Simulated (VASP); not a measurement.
Write the native input for VASP 6.6.1 that does the following.

- Task: single point
- Functional: PBE
- Potentials or basis: VASP PAW PBE potentials, release 64 (Si, O)
- Cutoff: 520 eV
- k mesh: 6 × 6 × 6
- Occupations: gaussian, width 0.05 eV
- Spin: no spin polarisation
- Dipole correction: no
- Further INCAR settings: ALGO = Normal; EDIFF = 1e-07; NBANDS = 40

The structure of Si4O7 (a cell with a defect) lies in POSCAR:

```
Si4O7
1.0
    0.0000000000      4.2357990674     -2.6899428419
    0.0000000000     -4.2357990674     -2.6899428419
   -4.2357990674      0.0000000000      2.6899428419
Si O
4 7
Direct
    0.2500000000      0.7500000000      0.5000000000
    0.7500000000      0.2500000000      0.5000000000
    0.0000000000      0.0000000000      1.0000000000
    0.5000000000      0.5000000000      1.0000000000
    1.0000000000      0.3069827092      0.3069827092
    0.5569827092      0.7500000000      0.8069827092
    0.0569827092      0.2500000000      0.8069827092
    0.0000000000      0.6930172908      0.6930172908
    0.4373990506      0.1930172908      0.6304163414
    0.9430172908      0.7500000000      0.1930172908
    0.4430172908      0.2500000000      0.1930172908
```

This cell differs from its parent crystal: atoms taken out, atom 9 moved 0.000 of the way to it and -0.375 Å across, host rigid.

One way to write it, as run:

INCAR

```
SYSTEM = Si4O7
  PREC = Accurate
  ENCUT = 520
  EDIFF = 1E-7
  ISMEAR = 0
  SIGMA = 0.05
  LREAL = .FALSE.
  LASPH = .TRUE.
  NELM = 60
  ALGO = Normal
  ISIF = 2
  LWAVE = .FALSE.
  LCHARG = .FALSE.
  GGA = PE
  NBANDS = 40
```

KPOINTS

```
Automatic mesh
0
G
  6 6 6
  0 0 0
```

Potentials or basis: VASP PAW PBE potentials, release 64 (Si, O).

Launch:

```console
$ cat potpaw_PBE.64/Si/POTCAR potpaw_PBE.64/O/POTCAR > POTCAR
$ mpirun -np 1 vasp_std > vasp.out
```

It gave:

- Pressure: -0.6 GPa
- Largest force: 4.176 eV/Å
- Band gap on the k mesh: 1.78 eV

Caveat: the cell differs from its parent crystal (atoms taken out, atom 9 moved 0.000 of the way to it and -0.375 Å across, host rigid).

It took 4.9 min on 1 thread of Intel(R) Xeon(R) Platinum 8488C (Sapphire Rapids), on a shared host, peak memory 0.35 GiB.
